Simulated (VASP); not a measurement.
# Au (Im-3m) in VASP: a series of runs

The runs below take Au through single point, relaxation of cell and atoms, with PBEsol.

All numbers are computed with VASP 6.6.1; they aren't measurements. Logs are shortened: lines on timing, memory, paths and dates and some standing lists are left out, and cuts for length are marked.

### 1 The cell of the first run

The structure is cubic, space group Im-3m (No. 229). The conventional cell has a = 3.243 Å, b = 3.243 Å, c = 3.243 Å, α = 90.00°, β = 90.00°, γ = 90.00°. Au (site symmetry m-3m) has 14 Au at 2.81 to 3.24 Å within 3.7 Å.

### 2 Single point, PBEsol

INCAR reads:

```
SYSTEM = Au
PREC = Accurate
ENCUT = 520
EDIFF = 1E-6
ISMEAR = -1
SIGMA = 0.15
LREAL = .False.
LASPH = .True.
NELM = 80
ALGO = Normal
ISIF = 2
LWAVE = .False.
LCHARG = .True.
GGA = PS
LELF = .True.
LVHAR = .True.
NBANDS = 12
```

KPOINTS reads:

```
regular mesh
0
Gamma
  20 20 20
  0 0 0
```

POSCAR reads:

```
Au
1.0
   -1.6217387768      1.6217387768      1.6217387768
    1.6217387768     -1.6217387768      1.6217387768
    1.6217387768      1.6217387768     -1.6217387768
Au
1
Direct
    0.0000000000      0.0000000000      0.0000000000
```

Potentials or basis: VASP PAW PBE potentials, release 64 (Au).

Command:

```console
> cat potpaw_PBE.64/Au/POTCAR > POTCAR
> mpirun -np 1 vasp_std > vasp.out
```

OUTCAR:

```text
SYSTEM = Au
   PREC = Accurate
   ENCUT = 520
   EDIFF = 1E-6
   ISMEAR = -1
   LREAL = .False.
   LASPH = .True.
   NELM = 80
   ISIF = 2
   GGA = PS

 ion  position               nearest neighbor table
   1  0.000  0.000  0.000-

  LATTYP: Found a body centered cubic cell.
 ALAT       =     3.2434775536

  Lattice vectors:

 A1 = (  -1.6217387768,   1.6217387768,   1.6217387768)
 A2 = (   1.6217387768,  -1.6217387768,   1.6217387768)
 A3 = (   1.6217387768,   1.6217387768,  -1.6217387768)

Analysis of symmetry for initial positions (statically):
=====================================================================
 Subroutine PRICEL returns:
 Original cell was already a primitive cell.

 Routine SETGRP: Setting up the symmetry group for a
 body centered cubic supercell.

 Subroutine GETGRP returns: Found 48 space group operations
 (whereof 48 operations were pure point group operations)
 out of a pool of 48 trial point group operations.

The static configuration has the point symmetry O_h .

Analysis of symmetry for dynamics (positions and initial velocities):
=====================================================================
 Subroutine PRICEL returns:
 Original cell was already a primitive cell.

 Routine SETGRP: Setting up the symmetry group for a
 body centered cubic supercell.

 Subroutine GETGRP returns: Found 48 space group operations
 (whereof 48 operations were pure point group operations)
 out of a pool of 48 trial point group operations.

The dynamic configuration has the point symmetry O_h .

 Subroutine INISYM returns: Found 48 space group operations
 (whereof 48 operations are pure point group operations),
 and found     1 'primitive' translations

----------------------------------------------------------------------------------------

                                     Primitive cell

  volume of cell :      17.0609

  direct lattice vectors                    reciprocal lattice vectors
    -1.621738777  1.621738777  1.621738777     0.000000000  0.308311059  0.308311059
     1.621738777 -1.621738777  1.621738777     0.308311059  0.000000000  0.308311059
     1.621738777  1.621738777 -1.621738777     0.308311059  0.308311059  0.000000000

  length of vectors
     2.808933958  2.808933958  2.808933958     0.436017681  0.436017681  0.436017681

  position of ions in fractional coordinates (direct lattice)
[... 82 lines left out ...]
   NFREE  =      0    steps in history (QN), initial steepest desc. (CG)
   ISIF   =      2    stress and relaxation
   ISYM   =      2    0-nonsym 1-usesym 2-fastsym
   POTIM  = 0.5000    time-step for ionic-motion
   TEBEG  =    0.0;   TEEND  =   0.0 temperature during run
   PSTRESS=    0.0 pullay stress
   NELECT =      11.0000    total number of electrons
   NUPDOWN=      -1.0000    fix difference up-down
   EMIN   =  10.00;   EMAX   =-10.00  energy-range for DOS
   EFERMI =   0.00;   METHOD = LEGACY
   ISMEAR =    -1;   SIGMA  =   0.15  broadening in eV -4-tet -1-fermi 0-gaus
   EFERMI_NEDOS =   21; number of points for ismear=-14 and -15
   IALGO  =     38    algorithm
   IMIX   =      4    mixing-type and parameters
     AMIX     =   0.40;   BMIX     =  1.00
     AMIX_MAG =   1.60;   BMIX_MAG =  1.00
  volume/ion in A,a.u.               =      17.06       115.13
  Fermi-wavevector in a.u.,A,eV,Ry     =   1.414289  2.672619 27.214555  2.000213
  Thomas-Fermi vector in A             =   2.535847
   LORBIT       =      0    0 simple, 1 ext, 2 COOP (PROOUT), +10 PAW based schemes
   GGA     = PS    functional components
   LHFCALC =     F    Hartree Fock is set to
   AEXX    =    0.0000 exact exchange contribution
   IVDW    =     0    specifies the selected vdW correction
   LEPSILON=     F    determine dielectric tensor
   LRPA    =     F    only Hartree local field effects (RPA)
 non-spin polarized calculation
  energy-cutoff  :      520.00
  volume of cell :       17.06
 maximum number of plane-waves:       474
 NGX is ok and might be reduce to    24
   NGX = 11   NGY = 11   NGZ = 11

 number of electron      11.0000001 magnetization

 Free energy of the ion-electron system (eV)
  ---------------------------------------------------
  ext. energy  EPLUGINS =         0.00000000
  ---------------------------------------------------
  free energy    TOTEN  =        -3.91273123 eV

  energy without entropy =       -3.89318801  energy(sigma->0) =       -3.90295962

 E-fermi :   9.2522     XC(G=0): -12.8805

 val. band max:        9.1889670788   @ k =   0.4000   0.0500   0.0500
 cond. band min:       9.3474082856   @ k =   0.4000   0.1000   0.0000
 fundamental gap:      0.1584412068
 Fermi energy:         9.2521561197

 k-point     1 :       0.0000    0.0000    0.0000
  band No.  band energies     occupation
      1      -0.6380      2.00000
      2       4.4055      2.00000
      3       4.4055      2.00000
      4       4.4055      2.00000
      5       6.3543      2.00000
      6       6.3543      2.00000
      7      25.7592      0.00000
      8      25.7592      0.00000
      9      25.7592      0.00000
     10      33.5559      0.00000
     11      33.5559      0.00000
     12      33.5559      0.00000
[... 331 lines left out ...]
 k-point    24 :       0.2500    0.1000    0.0000
  band No.  band energies     occupation
      1       1.9747      2.00000
      2       3.7114      2.00000
      3       4.5473      2.00000
      4       5.9882      2.00000
      5       6.5208      2.00000
      6       6.9353      2.00000
      7      19.2818      0.00000
      8      22.8692      0.00000
      9      24.9579      0.00000
     10      28.7391      0.00000
     11      31.7092      0.00000
     12      32.3353      0.00000

 [... further k-points ...]

------------------------ aborting loop because EDIFF is reached ----------------------------------------

  FORCE on cell =-STRESS in cart. coord.  units (eV):
  Direction    XX          YY          ZZ          XY          YZ          ZX
  --------------------------------------------------------------------------------------
  -------------------------------------------------------------------------------------
  Total       -0.0310720     -0.0310720     -0.0310720      0.0000000      0.0000000      0.0000000
  in kB       -2.9179421     -2.9179421     -2.9179421      0.0000000      0.0000000      0.0000000
  external PRESSURE =      -2.9179421 kB  Pullay stress =       0.0000000 kB

 VOLUME and BASIS-vectors are now :
 -----------------------------------------------------------------------------
  energy-cutoff  :      520.00
  volume of cell :       17.06
      direct lattice vectors                 reciprocal lattice vectors
    -1.621738777  1.621738777  1.621738777     0.000000000  0.308311059  0.308311059
     1.621738777 -1.621738777  1.621738777     0.308311059  0.000000000  0.308311059
     1.621738777  1.621738777 -1.621738777     0.308311059  0.308311059  0.000000000

 POSITION                                       TOTAL-FORCE (eV/Angst)
 -----------------------------------------------------------------------------------
      0.00000      0.00000      0.00000         0.000000     -0.000000      0.000000
 -----------------------------------------------------------------------------------
    total drift:                                0.000000      0.000000     -0.000000

  FREE ENERGIE OF THE ION-ELECTRON SYSTEM (eV)
  ---------------------------------------------------
  free  energy   TOTEN  =        -3.9127312254 eV

  energy  without entropy=       -3.8931880136  energy(sigma->0) =       -3.90295962
```

OSZICAR:

```text
N       E                     dE             d eps       ncg     rms          rms(c)
DAV:   1     0.484108900097E+02    0.48411E+02   -0.55520E+03  6384   0.816E+02
DAV:   2    -0.356610291171E+01   -0.51977E+02   -0.49136E+02  7300   0.187E+02
DAV:   3    -0.426355593809E+01   -0.69745E+00   -0.69672E+00  7320   0.208E+01
DAV:   4    -0.426580523629E+01   -0.22493E-02   -0.22492E-02  7032   0.136E+00
DAV:   5    -0.426582121573E+01   -0.15979E-04   -0.15979E-04  7300   0.109E-01    0.925E+00
DAV:   6    -0.393865894311E+01    0.32716E+00   -0.91146E-01  6612   0.755E+00    0.577E+00
DAV:   7    -0.391588179258E+01    0.22777E-01   -0.70684E-02  7164   0.209E+00    0.287E+00
DAV:   8    -0.391274525807E+01    0.31365E-02   -0.15194E-03  6880   0.362E-01    0.301E-01
DAV:   9    -0.391272795858E+01    0.17299E-04   -0.93046E-06  6832   0.268E-02    0.107E-02
DAV:  10    -0.391273122490E+01   -0.32663E-05   -0.11701E-06  6876   0.877E-03    0.253E-03
DAV:  11    -0.391273122543E+01   -0.53114E-09   -0.57665E-08  3560   0.197E-03
   1 F= -.39127312E+01 E0= -.39029596E+01  d E =-.195432E-01
```

It took 30 s on 1 thread of Intel Xeon Platinum 8259CL at 2.50GHz (Skylake/Cascade Lake), shared host; peak memory 0.18 GiB.

Results:

| Property | Result |
| --- | --- |
| Free energy | -3.9127 eV |
| Pressure | -0.3 GPa |

Caveat: the PAW data sets were made with another functional, which shifts forces and pressure a little; spin-orbit coupling is left out, which moves the levels of the heavy elements.

### 3 Single point, PBEsol (volume scaled by 1.02)

INCAR reads:

```
  ALGO = Normal
  EDIFF = 1E-6
  ENCUT = 520
  GGA = PS
  ISIF = 2
  ISMEAR = -1
  LASPH = True
  LCHARG = False
  LREAL = False
  LWAVE = False
  NBANDS = 12
  NELM = 60
  PREC = Accurate
  SIGMA = 0.15
```

KPOINTS reads:

```
k-points
0
Gamma
  20 20 20
```

POSCAR reads:

```
Au
1.0
   -1.6324790817      1.6324790817      1.6324790817
    1.6324790817     -1.6324790817      1.6324790817
    1.6324790817      1.6324790817     -1.6324790817
Au
1
Direct
    0.0000000000      0.0000000000      0.0000000000
```

Potentials or basis: VASP PAW PBE potentials, release 64 (Au).

Command:

```console
> cat potpaw_PBE.64/Au/POTCAR > POTCAR
> mpirun -np 1 vasp_std > vasp.out
```

OUTCAR:

```text
EDIFF = 1E-6
   ENCUT = 520
   GGA = PS
   ISIF = 2
   ISMEAR = -1
   LASPH = True
   LREAL = False
   NELM = 60
   PREC = Accurate

 ion  position               nearest neighbor table
   1  0.000  0.000  0.000-

  LATTYP: Found a body centered cubic cell.
 ALAT       =     3.2649581634

  Lattice vectors:

 A1 = (  -1.6324790817,   1.6324790817,   1.6324790817)
 A2 = (   1.6324790817,  -1.6324790817,   1.6324790817)
 A3 = (   1.6324790817,   1.6324790817,  -1.6324790817)
[... 537 lines left out ...]
     11      31.1545      0.00000
     12      31.8011      0.00000

 [... further k-points ...]

------------------------ aborting loop because EDIFF is reached ----------------------------------------

  FORCE on cell =-STRESS in cart. coord.  units (eV):
  Direction    XX          YY          ZZ          XY          YZ          ZX
  --------------------------------------------------------------------------------------
  -------------------------------------------------------------------------------------
  Total       -0.3786641     -0.3786641     -0.3786641     -0.0000000      0.0000000      0.0000000
  in kB      -34.8627672    -34.8627672    -34.8627672     -0.0000000      0.0000000      0.0000000
  external PRESSURE =     -34.8627672 kB  Pullay stress =       0.0000000 kB

 VOLUME and BASIS-vectors are now :
 -----------------------------------------------------------------------------
  energy-cutoff  :      520.00
  volume of cell :       17.40
      direct lattice vectors                 reciprocal lattice vectors
    -1.632479082  1.632479082  1.632479082     0.000000000  0.306282638  0.306282638
     1.632479082 -1.632479082  1.632479082     0.306282638  0.000000000  0.306282638
     1.632479082  1.632479082 -1.632479082     0.306282638  0.306282638  0.000000000

 POSITION                                       TOTAL-FORCE (eV/Angst)
 -----------------------------------------------------------------------------------
      0.00000      0.00000      0.00000         0.000000     -0.000000      0.000000
 -----------------------------------------------------------------------------------
    total drift:                               -0.000000      0.000000     -0.000000

  FREE ENERGIE OF THE ION-ELECTRON SYSTEM (eV)
  ---------------------------------------------------
  free  energy   TOTEN  =        -3.9089082908 eV

  energy  without entropy=       -3.8887887640  energy(sigma->0) =       -3.89884853
```

OSZICAR:

```text
N       E                     dE             d eps       ncg     rms          rms(c)
DAV:   1     0.484169720473E+02    0.48417E+02   -0.55666E+03  6408   0.814E+02
DAV:   2    -0.358337967513E+01   -0.52000E+02   -0.49214E+02  7316   0.186E+02
DAV:   3    -0.425894316485E+01   -0.67556E+00   -0.67474E+00  7292   0.204E+01
DAV:   4    -0.426121629821E+01   -0.22731E-02   -0.22731E-02  7024   0.136E+00
DAV:   5    -0.426123281621E+01   -0.16518E-04   -0.16518E-04  7284   0.110E-01    0.872E+00
DAV:   6    -0.393303993669E+01    0.32819E+00   -0.93968E-01  6636   0.761E+00    0.549E+00
DAV:   7    -0.391193967338E+01    0.21100E-01   -0.64689E-02  7156   0.199E+00    0.281E+00
DAV:   8    -0.390892180661E+01    0.30179E-02   -0.13052E-03  6860   0.331E-01    0.291E-01
DAV:   9    -0.390890495941E+01    0.16847E-04   -0.87048E-06  6800   0.253E-02    0.114E-02
DAV:  10    -0.390890830358E+01   -0.33442E-05   -0.12057E-06  6868   0.915E-03    0.314E-03
DAV:  11    -0.390890829083E+01    0.12749E-07   -0.62206E-08  3528   0.202E-03
   1 F= -.39089083E+01 E0= -.38988485E+01  d E =-.201195E-01
```

stdout:

```text
POSCAR found type information on POSCAR Au
 POSCAR found :  1 types and       1 ions
 scaLAPACK will be used
 -----------------------------------------------------------------------------
|                                                                             |
|                                                                             |
|     You enforced a specific xc type in the INCAR file but a different       |
|     I HOPE YOU KNOW WHAT YOU ARE DOING!                                     |
|                                                                             |
 -----------------------------------------------------------------------------

 LDA part: xc-table for (Slater+PW92), standard interpolation
 POSCAR, INCAR and KPOINTS ok, starting setup
 FFT: planning ... GRIDC
 FFT: planning ... GRID_SOFT
 FFT: planning ... GRID
 WAVECAR not read
 entering main loop
```

It took 26 s on 1 thread of Intel Xeon Platinum 8259CL at 2.50GHz (Skylake/Cascade Lake), shared host; peak memory 0.18 GiB.

What came out:

* Free energy: -3.9089 eV
* Pressure: -3.5 GPa

Caveat: the cell differs from its parent crystal (volume scaled by 1.02); the PAW data sets were made with another functional, which shifts forces and pressure a little; spin-orbit coupling is left out, which moves the levels of the heavy elements.

### 4 Relaxation of cell and atoms, PBEsol

INCAR reads:

```
ALGO = Fast ; EDIFF = 1E-6
EDIFFG = -0.001 ; ENCUT = 600
GGA = PS ; IBRION = 2
ISIF = 3 ; ISMEAR = -1
LASPH = T ; LCHARG = F
LREAL = F ; LWAVE = F
NELM = 100 ; NSW = 80
PREC = Accurate ; SIGMA = 0.15
```

KPOINTS is that of step 3.

POSCAR reads:

```
Au
1.0
   -1.6210733942      1.6210733942      1.6210733942
    1.6210733942     -1.6210733942      1.6210733942
    1.6210733942      1.6210733942     -1.6210733942
Au
1
Direct
    0.0000000000      0.0000000000      0.0000000000
```

Command:

```console
> cat potpaw_PBE.64/Au/POTCAR > POTCAR
> mpirun -np 1 vasp_std > vasp.out
```

Wall time 66 s (1 thread of Intel Xeon Platinum 8259CL at 2.50GHz (Skylake/Cascade Lake), shared host); peak memory 0.18 GiB.

It converged, with:

```yaml
Free_energy: -3.9127 eV
Relaxed_volume: 17.04 Å³/atom
Relaxed_cell: a = 2.808 Å, b = 2.808 Å, c = 2.808 Å, α = 109.47°, β = 109.47°, γ = 109.47°
Space_group_after_relaxing_to_0.05_Å: Im-3m (No. 229)
Energy_gained_by_relaxing: 0.0 meV/atom
Ionic_steps: 6
Pressure_after_relaxing: 0.0 GPa
```

Final structure:
```yaml
crystal:
  lattice:
    - [-1.62113, 1.62113, 1.62113]
    - [1.62113, -1.62113, 1.62113]
    - [1.62113, 1.62113, -1.62113]
  atoms:
    - { symbol: Au, position: [0.00000, 0.00000, 0.00000] }
```

Levels at points of the mesh, in eV from the Fermi level:
| k point | band 2 | band 3 | band 4 | band 5 | band 6 | band 7 | band 8 | band 9 |
| --- | --- | --- | --- | --- | --- | --- | --- | --- |
| (0.00, 0.00, 0.00) | -4.85 | -4.85 | -4.85 | -2.90 | -2.90 | 16.51 | 16.51 | 16.51 |
| (0.50, 0.00, 0.00) | -5.95 | -3.05 | -2.69 | -1.35 | -0.69 | 3.57 | 12.36 | 13.89 |
| (0.50, 0.50, 0.50) | -6.83 | -1.74 | -1.74 | -1.74 | 6.26 | 6.26 | 6.26 | 9.71 |

Caveat: the PAW data sets were made with another functional, which shifts forces and pressure a little; spin-orbit coupling is left out, which moves the levels of the heavy elements.

### 5 The runs side by side

```tsv
task	cell	cutoff (eV)	gap on the mesh (eV)	pressure (GPa)
single point	a = 2.809 Å, angles 109.5°, 1 atom	520	none	-0.3
single point	a = 2.828 Å, angles 109.5°, 1 atom	520	none	-3.5
relaxation of cell and atoms	relaxed from a = 2.808 Å, angles 109.5°, 1 atom	600	none	0.0
```

Alike in all rows: level PBEsol; potentials or basis VASP PAW PBE potentials, release 64 (Au); no spin polarisation; k mesh 20 × 20 × 20; smearing fermi-dirac 0.15 eV.

Caveats: the PAW data sets were made with another functional, which shifts forces and pressure a little; spin-orbit coupling is left out, which moves the levels of the heavy elements.

Total energies depend on the potentials used, so only differences within one code and one set of settings carry meaning.
